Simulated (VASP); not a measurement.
Wanted: the native input for a VASP 6.6.1 run.

```
Task                   : single point
Functional             : PBE
Potentials or basis    : VASP PAW PBE potentials, release 64 (Ti_sv, Ge_d)
Cutoff                 : 520 eV
k mesh                 : 8 × 8 × 8
Occupations            : gaussian, width 0.1 eV
Spin                   : no spin polarisation
Dipole correction      : no
Further INCAR settings : ALGO = Normal; EDIFF = 1e-07; NBANDS = 42
```

The structure of TiGe4 lies in POSCAR:

```
TiGe4
1.0
    4.7848447402      0.0000000000      0.0000000000
    0.0000000000      4.7848447402      0.0000000000
    0.0000000000      0.0000000000      4.7848447402
Ti Ge
1 4
Direct
    0.0000000000      0.0000000000      0.0000000000
    0.3073681551      0.3073681551      0.3073681551
    0.6926318449      0.6926318449      0.3073681551
    0.3073681551      0.6926318449      0.6926318449
    0.6926318449      0.3073681551      0.6926318449
```

The input as run:

INCAR

```
PREC     = Accurate       # precision mode
ENCUT    = 520            # plane-wave cutoff, eV
EDIFF    = 1E-7           # SCF threshold, eV
ISMEAR   = 0              # smearing method
SIGMA    = 0.1            # smearing width, eV
LREAL    = F              # projectors in reciprocal space
LASPH    = T              # aspherical terms in the spheres
NELM     = 80             # most SCF steps
ALGO     = Normal         # electronic algorithm
ISIF     = 2              # what is computed and relaxed
LWAVE    = F              # write WAVECAR
LCHARG   = F              # write CHGCAR
GGA      = PE             # functional
NBANDS   = 42             # bands
```

KPOINTS

```
Automatic mesh
0
Gamma
  8 8 8
```

Potentials or basis: VASP PAW PBE potentials, release 64 (Ti_sv, Ge_d).

The run is started by

```sh
$ cat potpaw_PBE.64/Ti_sv/POTCAR potpaw_PBE.64/Ge_d/POTCAR > POTCAR
$ mpirun -np 1 vasp_std > vasp.out
```

It gave:

```
Pressure               : 0.0 GPa
Largest force          : 0.016 eV/Å
Band gap on the k mesh : zero (bands 34 and 35 overlap by 1.04 eV)
```

It took 120 s on 1 thread of Intel(R) Xeon(R) 6975P-C (Granite Rapids) (shared host), peak memory 0.27 GiB.
